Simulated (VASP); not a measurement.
Wanted: the native input for a VASP 6.6.1 run.

```yaml
Task: relaxation of cell and atoms
Functional: PBE
Potentials_or_basis: VASP PAW PBE potentials, release 64 (Al, N)
Cutoff: 600 eV
k_mesh: 9 × 9 × 4
Occupations: gaussian, width 0.02 eV
Spin: no spin polarisation
Dipole_correction: no
Further_INCAR_settings: ALGO = Normal; EDIFF = 1e-06; IBRION = 2; EDIFFG = -0.002; NSW = 100; ISIF = 3
```

The structure of AlN lies in POSCAR:

```
AlN
1.0
    3.1285881400      0.0000000000      0.0000000000
   -1.5642940700      2.7094368000      0.0000000000
    0.0000000000      0.0000000000      5.0169550000
Al N
2 2
Direct
    0.6666666700      0.3333333300      0.4992870000
    0.3333333300      0.6666666700      0.9992870000
    0.6666666700      0.3333333300      0.8807130000
    0.3333333300      0.6666666700      0.3807130000
```

These files were run (other wordings do the same):

INCAR

```
PREC = Accurate
ENCUT = 600
EDIFF = 1E-6
ISMEAR = 0
SIGMA = 0.02
LREAL = F
LASPH = T
NELM = 100
ALGO = Normal
ISIF = 3
LWAVE = F
LCHARG = F
GGA = PE
IBRION = 2
NSW = 100
EDIFFG = -0.002
```

KPOINTS

```
Automatic mesh
0
Gamma
  9 9 4
```

Potentials or basis: VASP PAW PBE potentials, release 64 (Al, N).

Run with:

```console
$ cat potpaw_PBE.64/Al/POTCAR potpaw_PBE.64/N/POTCAR > POTCAR
$ mpirun -np 1 vasp_std > vasp.out
```

It gave:

| Item | Value |
| --- | --- |
| Relaxed volume | 10.62 Å³/atom |
| Relaxed cell | a = 3.128 Å, b = 3.128 Å, c = 5.016 Å, α = 90.00°, β = 90.00°, γ = 120.00° |
| Space group after relaxing (to 0.1 Å) | P6_3mc (No. 186) |
| Energy gained by relaxing | 0.0 meV/atom |
| Ionic steps | 3 |
| Pressure after relaxing | 0.0 GPa |
| Band gap on the k mesh | 4.06 eV |

Run time: 20 s on 1 thread of Intel(R) Xeon(R) 6975P-C (Granite Rapids), on a shared host, peak memory 0.17 GiB.
